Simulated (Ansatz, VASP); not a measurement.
One calculation of Na, two programs

```xyz
1
Lattice="3.4630 0.0000 0.0000 0.0000 3.4630 0.0000 0.0000 0.0000 3.4630" Properties=species:S:1:pos:R:3 pbc="T T T"
Na    0.0000    0.0000    0.0000
```

Alike in both runs: functional BLYP; k mesh 9 × 9 × 9; occupations fermi-dirac, width 0.1 eV; no spin polarisation.

Ansatz relaxed the structure, and its values are those at the end. VASP's run is a single point on that final structure, the one shown.

```csv
,VASP,Ansatz
version,VASP 6.6.1,Ansatz 0.2.0
potentials or method,"VASP PAW PBE potentials, release 64 (Na_pv), cutoff 520 eV","plane waves (420 eV) with PAW, scalar-relativistic"
valence electrons in the cell,7,9
```

|  | VASP | Ansatz | Ansatz less VASP |
| --- | --- | --- | --- |
| pressure (GPa) | 0.0 | 0.0 | +0.02 |

VASP's potentials were made for PBE, not for BLYP. With one functional, cell and mesh, what is left measures potentials, basis and numerics. VASP's potentials hold 7 valence electrons a cell and Ansatz's 9, so a difference there can come from the potentials and not from the codes.
